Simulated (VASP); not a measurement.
# HfSi2B4 (P-42m) in VASP: further runs

The runs below take HfSi2B4 through single point, relaxation of cell and atoms, with PBE.

Everything below comes from runs of VASP 6.6.1. Logs are shortened: lines on timing, memory, paths and dates and some standing lists are left out, and cuts for length are marked.

## Step 1: The cell of the first run

It takes space group P-42m (No. 111, tetragonal). The conventional cell has a = 4.469 Å, b = 4.469 Å, c = 3.986 Å, α = 90.00°, β = 90.00°, γ = 90.00°. Hf (site symmetry -42m) has 4 B at 2.43 Å and 8 Si at 2.99 Å within 3.2 Å. Si (site symmetry 222) has 4 B at 2.15 Å within 2.8 Å. Within 2.3 Å of B (site symmetry m) lie 3 B at 1.69 to 1.90 Å and 2 Si at 2.15 Å.

The cell was built from a structure type or drawn by symmetry, and may not be a known phase.

## Step 2: Single point, PBE

File INCAR:

```
  PREC = Accurate
  ENCUT = 520
  EDIFF = 1E-6
  ISMEAR = 0
  SIGMA = 0.2
  LREAL = False
  LASPH = True
  NELM = 60
  ALGO = Normal
  ISIF = 2
  LWAVE = False
  LCHARG = True
  GGA = PE
  LELF = True
  LVHAR = True
  NBANDS = 24
```

File KPOINTS:

```
Automatic mesh
0
Gamma
  4 4 4
```

File POSCAR:

```
HfSi2B4
1.0
    4.4688649890      0.0000000000      0.0000000000
    0.0000000000      4.4688649890      0.0000000000
    0.0000000000      0.0000000000      3.9856883282
Hf Si B
1 2 4
Direct
    0.0000000000      0.0000000000      0.0000000000
    0.5000000000      0.0000000000      0.5000000000
    0.0000000000      0.5000000000      0.5000000000
    0.6338866031      0.3661133969      0.8156326536
    0.3661133969      0.3661133969      0.1843673464
    0.3661133969      0.6338866031      0.8156326536
    0.6338866031      0.6338866031      0.1843673464
```

Potentials or basis: VASP PAW PBE potentials, release 64 (Hf_pv, Si, B).

Launch:

```
$ cat potpaw_PBE.64/Hf_pv/POTCAR potpaw_PBE.64/Si/POTCAR potpaw_PBE.64/B/POTCAR > POTCAR
$ mpirun -np 1 vasp_std > vasp.out
```

OUTCAR:

```text
PREC = Accurate
   ENCUT = 520
   EDIFF = 1E-6
   ISMEAR = 0
   LREAL = False
   LASPH = True
   NELM = 60
   ISIF = 2
   GGA = PE

 ion  position               nearest neighbor table
   1  0.000  0.000  0.000-   4 2.43   5 2.43   6 2.43   7 2.43   2 2.99   3 2.99   2 2.99   3 2.99
                             3 2.99   3 2.99   2 2.99   2 2.99
   2  0.500  0.000  0.500-   4 2.15   5 2.15   6 2.15   7 2.15   1 2.99   1 2.99   1 2.99   1 2.99

   3  0.000  0.500  0.500-   4 2.15   5 2.15   6 2.15   7 2.15   1 2.99   1 2.99   1 2.99   1 2.99

   4  0.634  0.366  0.816-   6 1.69   5 1.90   7 1.90   3 2.15   2 2.15   1 2.43
   5  0.366  0.366  0.184-   7 1.69   6 1.90   4 1.90   3 2.15   2 2.15   1 2.43
   6  0.366  0.634  0.816-   4 1.69   5 1.90   7 1.90   3 2.15   2 2.15   1 2.43
   7  0.634  0.634  0.184-   5 1.69   4 1.90   6 1.90   3 2.15   2 2.15   1 2.43

  LATTYP: Found a simple tetragonal cell.
 ALAT       =     4.4688649890
 C/A-ratio  =     0.8918793336

  Lattice vectors:

 A1 = (   4.4688649890,   0.0000000000,   0.0000000000)
 A2 = (   0.0000000000,   4.4688649890,   0.0000000000)
 A3 = (   0.0000000000,   0.0000000000,   3.9856883282)

Analysis of symmetry for initial positions (statically):
=====================================================================
 Subroutine PRICEL returns:
 Original cell was already a primitive cell.

 Routine SETGRP: Setting up the symmetry group for a
 simple tetragonal supercell.

 Subroutine GETGRP returns: Found  8 space group operations
 (whereof  8 operations were pure point group operations)
 out of a pool of 16 trial point group operations.

The static configuration has the point symmetry D_2d.

Analysis of symmetry for dynamics (positions and initial velocities):
=====================================================================
 Subroutine PRICEL returns:
 Original cell was already a primitive cell.

 Routine SETGRP: Setting up the symmetry group for a
 simple tetragonal supercell.

 Subroutine GETGRP returns: Found  8 space group operations
 (whereof  8 operations were pure point group operations)
 out of a pool of 16 trial point group operations.

The dynamic configuration has the point symmetry D_2d.

 Subroutine INISYM returns: Found  8 space group operations
 (whereof  8 operations are pure point group operations),
 and found     1 'primitive' translations
[... 98 lines left out ...]
   EDIFF  = 0.1E-05   stopping-criterion for ELM
   LREAL  =      F    real-space projection
   EDIFFG = 0.1E-04   stopping-criterion for IOM
   NSW    =      0    number of steps for IOM
   IBRION =     -1    ionic relax: 0-MD 1-quasi-New 2-CG
   NFREE  =      0    steps in history (QN), initial steepest desc. (CG)
   ISIF   =      2    stress and relaxation
   ISYM   =      2    0-nonsym 1-usesym 2-fastsym
   POTIM  = 0.5000    time-step for ionic-motion
   TEBEG  =    0.0;   TEEND  =   0.0 temperature during run
   PSTRESS=    0.0 pullay stress
   NELECT =      30.0000    total number of electrons
   NUPDOWN=      -1.0000    fix difference up-down
   EMIN   =  10.00;   EMAX   =-10.00  energy-range for DOS
   EFERMI =   0.00;   METHOD = LEGACY
   ISMEAR =     0;   SIGMA  =   0.20  broadening in eV -4-tet -1-fermi 0-gaus
   EFERMI_NEDOS =   21; number of points for ismear=-14 and -15
   IALGO  =     38    algorithm
   IMIX   =      4    mixing-type and parameters
     AMIX     =   0.40;   BMIX     =  1.00
     AMIX_MAG =   1.60;   BMIX_MAG =  1.00
  volume/ion in A,a.u.               =      11.37        76.74
  Fermi-wavevector in a.u.,A,eV,Ry     =   1.182540  2.234677 19.026411  1.398402
  Thomas-Fermi vector in A             =   2.318792
   LORBIT       =      0    0 simple, 1 ext, 2 COOP (PROOUT), +10 PAW based schemes
   GGA     = PE    functional components
   LHFCALC =     F    Hartree Fock is set to
   AEXX    =    0.0000 exact exchange contribution
   IVDW    =     0    specifies the selected vdW correction
   LEPSILON=     F    determine dielectric tensor
   LRPA    =     F    only Hartree local field effects (RPA)
 non-spin polarized calculation
 Gauss-broadening in eV      SIGMA  =   0.20
  energy-cutoff  :      520.00
  volume of cell :       79.60
 maximum number of plane-waves:      2166
 NGX is ok and might be reduce to    36
   NGX = 17   NGY = 17   NGZ = 15

 number of electron      29.9999998 magnetization

 Free energy of the ion-electron system (eV)
  ---------------------------------------------------
  ext. energy  EPLUGINS =         0.00000000
  ---------------------------------------------------
  free energy    TOTEN  =       -44.06396605 eV

  energy without entropy =      -43.97839464  energy(sigma->0) =      -44.02118035

 E-fermi :   7.3560     XC(G=0): -11.4654

 val. band max:        7.3419671813   @ k =   0.2500   0.2500   0.0000
 cond. band min:       7.3944405368   @ k =   0.5000   0.2500   0.5000
 fundamental gap:      0.0524733555
 Fermi energy:         7.3560462240

 k-point     1 :       0.0000    0.0000    0.0000
  band No.  band energies     occupation
      1     -23.6605      2.00000
      2     -23.6110      2.00000
      3     -23.6110      2.00000
      4      -6.8366      2.00000
      5      -1.6920      2.00000
      6      -0.3099      2.00000
[... 475 lines left out ...]
     23      11.9274      0.00000
     24      13.2052      0.00000

------------------------ aborting loop because EDIFF is reached ----------------------------------------

  FORCE on cell =-STRESS in cart. coord.  units (eV):
  Direction    XX          YY          ZZ          XY          YZ          ZX
  --------------------------------------------------------------------------------------
  -------------------------------------------------------------------------------------
  Total       -0.2871482     -0.2871482     -0.1003866      0.0000000     -0.0000000      0.0000000
  in kB       -5.7798802     -5.7798802     -2.0206375      0.0000000     -0.0000000      0.0000000
  external PRESSURE =      -4.5267993 kB  Pullay stress =       0.0000000 kB

 VOLUME and BASIS-vectors are now :
 -----------------------------------------------------------------------------
  energy-cutoff  :      520.00
  volume of cell :       79.60
      direct lattice vectors                 reciprocal lattice vectors
     4.468864989  0.000000000  0.000000000     0.223770466  0.000000000  0.000000000
     0.000000000  4.468864989  0.000000000     0.000000000  0.223770466  0.000000000
     0.000000000  0.000000000  3.985688328     0.000000000  0.000000000  0.250897691

 POSITION                                       TOTAL-FORCE (eV/Angst)
 -----------------------------------------------------------------------------------
      0.00000      0.00000      0.00000         0.000000      0.000000      0.000000
      2.23443      0.00000      1.99284         0.000000      0.000000      0.000000
      0.00000      2.23443      1.99284         0.000000      0.000000      0.000000
      2.83275      1.63611      3.25086         0.018592     -0.018592      0.000159
      1.63611      1.63611      0.73483        -0.018592     -0.018592     -0.000159
      1.63611      2.83275      3.25086        -0.018592      0.018592      0.000159
      2.83275      2.83275      0.73483         0.018592      0.018592     -0.000159
 -----------------------------------------------------------------------------------
    total drift:                               -0.000000     -0.000000      0.000000

  FREE ENERGIE OF THE ION-ELECTRON SYSTEM (eV)
  ---------------------------------------------------
  free  energy   TOTEN  =       -44.0639660507 eV

  energy  without entropy=      -43.9783946406  energy(sigma->0) =      -44.02118035
```

OSZICAR:

```text
N       E                     dE             d eps       ncg     rms          rms(c)
DAV:   1     0.727402551247E+02    0.72740E+02   -0.14041E+04   864   0.113E+03
DAV:   2    -0.437914674833E+02   -0.11653E+03   -0.10920E+03  1072   0.232E+02
DAV:   3    -0.489393634409E+02   -0.51479E+01   -0.50073E+01  1160   0.383E+01
DAV:   4    -0.489967547584E+02   -0.57391E-01   -0.57341E-01   984   0.448E+00
DAV:   5    -0.489976167334E+02   -0.86198E-03   -0.86170E-03  1176   0.474E-01    0.345E+01
DAV:   6    -0.440780858733E+02    0.49195E+01   -0.19608E+01  1032   0.180E+01    0.292E+01
DAV:   7    -0.440984400553E+02   -0.20354E-01   -0.20966E+00   992   0.662E+00    0.203E+01
DAV:   8    -0.440843714130E+02    0.14069E-01   -0.26910E-01  1136   0.271E+00    0.535E+00
DAV:   9    -0.440641209105E+02    0.20251E-01   -0.73744E-02  1048   0.134E+00    0.525E-01
DAV:  10    -0.440640730851E+02    0.47825E-04   -0.65708E-03  1184   0.376E-01    0.149E-01
DAV:  11    -0.440639670180E+02    0.10607E-03   -0.56037E-04  1016   0.113E-01    0.180E-01
DAV:  12    -0.440639690417E+02   -0.20237E-05   -0.64570E-05  1064   0.409E-02    0.230E-02
DAV:  13    -0.440639663523E+02    0.26893E-05   -0.70496E-06  1080   0.138E-02    0.666E-03
DAV:  14    -0.440639660507E+02    0.30167E-06   -0.83131E-07   640   0.508E-03
   1 F= -.44063966E+02 E0= -.44021180E+02  d E =-.855714E-01
```

stdout:

```text
POSCAR found type information on POSCAR HfSiB
 POSCAR found :  3 types and       7 ions
 scaLAPACK will be used
 LDA part: xc-table for (Slater+PW92), standard interpolation
 POSCAR, INCAR and KPOINTS ok, starting setup
 FFT: planning ... GRIDC
 FFT: planning ... GRID_SOFT
 FFT: planning ... GRID
 WAVECAR not read
 entering main loop
```

It took 36 s on 1 thread of AMD EPYC 7R43 (Zen 3), shared host; peak memory 0.16 GiB.

What came out:

```
Free energy            : -44.0640 eV
Pressure               : -0.5 GPa
Largest force          : 0.026 eV/Å
Band gap on the k mesh : zero (bands 15 and 16 overlap by 2.46 eV)
```

Forces in eV/Å, atoms in the order of the input:
```
Hf   0.000  0.000  0.000
Si   0.000  0.000  0.000
Si   0.000  0.000  0.000
B    0.019 -0.019  0.000
B   -0.019 -0.019  0.000
B   -0.019  0.019  0.000
B    0.019  0.019  0.000
```

Stress tensor (GPa, compression positive):
```
-0.58  0.00  0.00
 0.00 -0.58  0.00
 0.00  0.00 -0.20
```

Caveat: the k points lie up to 0.39 Å⁻¹ apart, too coarse for converged energies and pressures of a metal; spin-orbit coupling is left out, which moves the levels of the heavy elements.

## Step 3: Relaxation of cell and atoms, PBE

This run uses another cell than the first one, of 12.65 Å³/atom.

File INCAR:

```
SYSTEM = HfSi2B4
ALGO = Normal
EDIFF = 1E-6
EDIFFG = -0.08
ENCUT = 600
GGA = PE
IBRION = 2
ISIF = 3
ISMEAR = 0
LASPH = .TRUE.
LCHARG = .FALSE.
LREAL = .FALSE.
LWAVE = .FALSE.
NELM = 100
NSW = 36
PREC = Accurate
SIGMA = 0.2
```

File KPOINTS:

```
k-points
0
G
  4 4 4
  0 0 0
```

File POSCAR:

```
HfSi2B4
1.0
    4.4109507200      0.0000000000      0.0000000000
    0.0000000000      4.4109507200      0.0000000000
    0.0000000000      0.0000000000      4.5503789100
Hf Si B
1 2 4
Direct
    0.0000000000      0.0000000000      0.0000000000
    0.5000000000      0.0000000000      0.5000000000
    0.0000000000      0.5000000000      0.5000000000
    0.7279386500      0.2720613500      0.7636109600
    0.2720613500      0.2720613500      0.2363890400
    0.2720613500      0.7279386500      0.7636109600
    0.7279386500      0.7279386500      0.2363890400
```

Potentials or basis: VASP PAW PBE potentials, release 64 (Hf_pv, Si, B).

Launch:

```
$ cat potpaw_PBE.64/Hf_pv/POTCAR potpaw_PBE.64/Si/POTCAR potpaw_PBE.64/B/POTCAR > POTCAR
$ mpirun -np 1 vasp_std > vasp.out
```

It took 8.2 min on 1 thread of AMD EPYC 7R43 (Zen 3), shared host; peak memory 0.2 GiB.

It converged, with:

```
Free energy                           : -43.8823 eV
Relaxed volume                        : 11.00 Å³/atom
Relaxed cell                          : a = 4.894 Å, b = 4.894 Å, c = 3.215 Å, α = 90.00°, β = 90.00°, γ = 90.00°
Space group after relaxing (to 0.1 Å) : P-42m (No. 111)
Energy gained by relaxing             : 952.4 meV/atom
Ionic steps                           : 27
Pressure after relaxing               : -0.1 GPa
Largest force after relaxing          : 0.046 eV/Å
Band gap on the k mesh                : zero (bands 15 and 16 overlap by 2.02 eV)
```

Forces on the atoms (eV/Å):
```
Hf   0.000  0.000  0.000
Si   0.000  0.000  0.000
Si   0.000  0.000  0.000
B    0.031 -0.031  0.016
B   -0.031 -0.031 -0.016
B   -0.031  0.031  0.016
B    0.031  0.031 -0.016
```

Stress tensor (GPa, compression positive):
```
-0.16  0.00  0.00
 0.00 -0.16  0.00
 0.00  0.00  0.14
```

The path:
| step | energy change (eV) | largest force (eV/Å) | pressure (GPa) | volume (Å³) |
| --- | --- | --- | --- | --- |
| 1 | 0.0000 | 5.0378 | 25.30 | 88.53 |
| 2 | -2.1613 | 0.6756 | -17.17 | 116.55 |
| 3 | -2.7783 | 1.1618 | -8.20 | 106.12 |
| 4 | -2.7815 | 1.2315 | -7.44 | 105.47 |
| 5 | -3.4841 | 1.0981 | -4.23 | 98.71 |
| 6 | -4.2743 | 2.1216 | 7.05 | 85.82 |
| 7 | -2.6775 | 3.2977 | 71.27 | 62.33 |
| 8 | -4.4646 | 2.2120 | 9.28 | 83.15 |
| 9 | -4.4642 | 2.6351 | 29.80 | 72.44 |
| 10 | -4.5715 | 2.5690 | 18.46 | 77.46 |
| 11 | -4.8132 | 2.3995 | 17.95 | 76.82 |
| 12 | -5.4592 | 1.6461 | 17.52 | 74.82 |
| 13 | -5.1902 | 4.3913 | 29.13 | 70.52 |
| 14 | -5.7204 | 1.0954 | 18.15 | 73.67 |
| 15 | -5.7891 | 1.2404 | 20.44 | 72.48 |
| 16 | -6.1698 | 0.9995 | 12.85 | 74.43 |
| 17 | -6.5710 | 0.5625 | -1.49 | 79.20 |
| 18 | -6.5743 | 0.5301 | -2.58 | 79.65 |
| 19 | -6.6015 | 0.4168 | -2.27 | 79.22 |
| 20 | -6.6480 | 0.1952 | -1.12 | 77.95 |
| 21 | -6.6517 | 0.2118 | -0.61 | 77.47 |
| 22 | -6.6559 | 0.1804 | -0.08 | 77.21 |
| 23 | -6.6601 | 0.1367 | 1.28 | 76.56 |
| 24 | -6.6632 | 0.1083 | 0.92 | 76.68 |
| 25 | -6.6665 | 0.0912 | -0.11 | 77.03 |
| 26 | -6.6665 | 0.0856 | 0.02 | 76.98 |
| 27 | -6.6671 | 0.0465 | -0.06 | 77.00 |

Final structure:
```
Hf Si B
1.0
     4.89364    0.00000    0.00000
     0.00000    4.89364    0.00000
     0.00000    0.00000    3.21543
Hf Si B
1 2 4
Direct
  0.00000 0.00000 0.00000
  0.50000 0.00000 0.50000
  0.00000 0.50000 0.50000
  0.62997 0.37003 0.71819
  0.37003 0.37003 0.28181
  0.37003 0.62997 0.71819
  0.62997 0.62997 0.28181
```

Levels at points of the mesh, in eV from the Fermi level:
| k point | band 11 | band 12 | band 13 | band 14 | band 15 | band 16 | band 17 | band 18 | band 19 |
| --- | --- | --- | --- | --- | --- | --- | --- | --- | --- |
| (0.00, 0.00, 0.00) | -2.60 | -2.60 | -1.57 | -1.47 | 1.34 | 1.47 | 1.47 | 1.60 | 2.57 |
| (0.50, 0.00, 0.00) | -4.56 | -1.91 | -1.48 | -1.35 | -0.91 | 0.99 | 1.68 | 2.19 | 2.75 |
| (0.50, 0.50, 0.00) | -1.74 | -1.41 | -1.41 | -0.84 | -0.65 | -0.41 | -0.41 | 1.52 | 1.52 |
| (0.00, 0.00, 0.50) | -4.99 | -4.74 | -4.74 | -2.13 | -2.13 | -0.31 | 0.16 | 4.20 | 4.27 |
| (0.50, 0.00, 0.50) | -4.89 | -3.76 | -3.52 | -1.28 | -0.42 | 0.97 | 0.97 | 1.23 | 2.80 |
| (0.50, 0.50, 0.50) | -4.37 | -3.46 | -0.74 | -0.66 | -0.66 | -0.22 | 0.64 | 0.91 | 2.66 |

Caveat: a cell axis changed by over 15 % at a fixed basis, so the end point is rough; spin-orbit coupling is left out, which moves the levels of the heavy elements; the relaxation stopped at a loose force limit of 0.08 eV/Å, so its end isn't a converged minimum.
